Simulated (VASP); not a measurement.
## ZrS: single point with PBEsol

The system is ZrS.

```
Zr S
1.0
     0.00000    2.62500    2.62500
     2.62500    0.00000    2.62500
     2.62500    2.62500    0.00000
Zr S
1 1
Direct
  0.00000 0.00000 0.00000
  0.50000 0.50000 0.50000
```

```
Program             : VASP 6.6.1
Task                : single point
Functional          : PBEsol
Potentials or basis : VASP PAW PBE potentials, release 64 (Zr_sv, S)
Cutoff              : 520 eV
k mesh              : 7 × 7 × 7
Occupations         : gaussian, width 0.1 eV
Spin                : no spin polarisation
```

| Property | Result |
| --- | --- |
| Pressure | -6.2 GPa |
| Band gap on the k mesh | zero (band 9 reaches 11.55 eV, above the bottom of band 10 at 9.23 eV) |

Levels at points of the mesh, in eV from the Fermi level:
```tsv
k point	band 6	band 7	band 8	band 9	band 10	band 11	band 12	band 13
(0.00, 0.00, 0.00)	-3.49	-3.49	-3.49	-1.36	-1.36	-1.36	-0.69	-0.69
```

It took 20 s on 1 thread of Intel Xeon 8259CL, on a shared host, peak memory 0.16 GiB.

Caveat: the PAW data sets were made with another functional, which shifts forces and pressure a little.
